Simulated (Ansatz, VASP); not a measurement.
**PbO2 in VASP and in Ansatz**

INCAR

```
SYSTEM = PbO2
PREC = Accurate
ENCUT = 520
EDIFF = 1E-6
ISMEAR = 1
SIGMA = 0.1
LREAL = .FALSE.
LASPH = .TRUE.
NELM = 100
ALGO = Normal
ISIF = 2
LWAVE = .FALSE.
LCHARG = .FALSE.
GGA = PE
NBANDS = 20
```

KPOINTS

```
regular mesh
0
G
  6 6 6
  0 0 0
```

Contents of POSCAR:

```
PbO2
1.0
    0.0000000000      2.7019920000      2.7019920000
    2.7019920000      0.0000000000      2.7019920000
    2.7019920000      2.7019920000      0.0000000000
Pb O
1 2
Direct
    0.0000000000      0.0000000000      0.0000000000
    0.7500000000      0.7500000000      0.7500000000
    0.2500000000      0.2500000000      0.2500000000
```

Contents of input.yaml:

```yaml
crystal:
  lattice:
    - [0.0, 2.701992, 2.701992]
    - [2.701992, 0.0, 2.701992]
    - [2.701992, 2.701992, 0.0]
  atoms:
    - { symbol: Pb, position: [0.0, 0.0, 0.0] }
    - { symbol: O, position: [0.75, 0.75, 0.75] }
    - { symbol: O, position: [0.25, 0.25, 0.25] }
hamiltonian:
  xc: pbe
  pseudopotentials: { kind: paw, accuracy: stringent }
kpoints:
  mp_grid: { grid: [6, 6, 6] }
scf:
  occupations: { method: methfessel_paxton, width: 0.1 }
  mixing: { algorithm: anderson, beta: 0.05 }
output:
  forces: true
  stress: true
  eigenvalues: true
  bader: true
  populations: true
  write_density: true
  write_potential: true
  elf: true
  volumetric_format: npy
```

Alike in both runs: functional PBE; k mesh 6 × 6 × 6; occupations methfessel-paxton of order 1, width 0.1 eV; no spin polarisation.

```csv
,VASP,Ansatz
version,VASP 6.6.1,Ansatz 0.2.0
potentials or method,"VASP PAW PBE potentials, release 64 (Pb_d, O)",SSSP precision PAW
plane-wave cutoff (eV),520,1020
valence electrons in the cell,26,26
task,single point,atomic charges
```

Ansatz gave:

```
gap on the k mesh at the Fermi level (eV) : none
pressure (GPa)                            : 1.1
```

Problem. Which values does VASP return?

Solution. gap on the k mesh at the Fermi level (eV): none; pressure (GPa): 0.2.

A gap of «none» marks a metal or a gap that the smearing closes. With one functional, cell and mesh, what is left measures potentials, basis and numerics.

Spin-orbit coupling is off throughout.
